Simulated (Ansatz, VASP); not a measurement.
**Two plane-wave programs on MgS**

```
Mg S
1.0
     4.00456    0.00000    0.00000
     0.00000    5.66330    0.00000
     0.00000    0.00000    3.98902
Mg S
2 2
Cartesian
  0.0000 -0.0021 0.0000
  2.0023 2.8295 1.9945
  0.0000 1.4180 1.9945
  2.0023 4.2496 0.0000
```

Alike in both runs: task single point; functional r2SCAN; k mesh 6 × 4 × 6; occupations gaussian, width 0.02 eV; no spin polarisation.

```csv
,VASP,Ansatz
version,VASP 6.6.1,Ansatz 0.2.0
potentials or method,"VASP PAW PBE potentials, release 64 (Mg, S), cutoff 660 eV","scalar-relativistic, plane waves, PAW"
valence electrons in the cell,16,32
```

Ansatz gave:

```
gap on the k mesh at the Fermi level (eV)                     : 4.14
least direct gap on the mesh (eV)                             : 4.14
pressure (GPa)                                                : 0.2
traceless stress, the component that is largest in VASP (GPa) : 0.14
```

Problem. Estimate VASP's values.

Solution. gap on the k mesh at the Fermi level (eV): 4.13; least direct gap on the mesh (eV): 4.13; pressure (GPa): -0.1; traceless stress, the component that is largest in VASP (GPa): 0.14.

VASP's potentials were made for PBE, not for r2SCAN. With one functional, cell and mesh, what is left measures potentials, basis and numerics. VASP's potentials hold 16 valence electrons a cell and Ansatz's 32, so a difference there can come from the potentials and not from the codes.
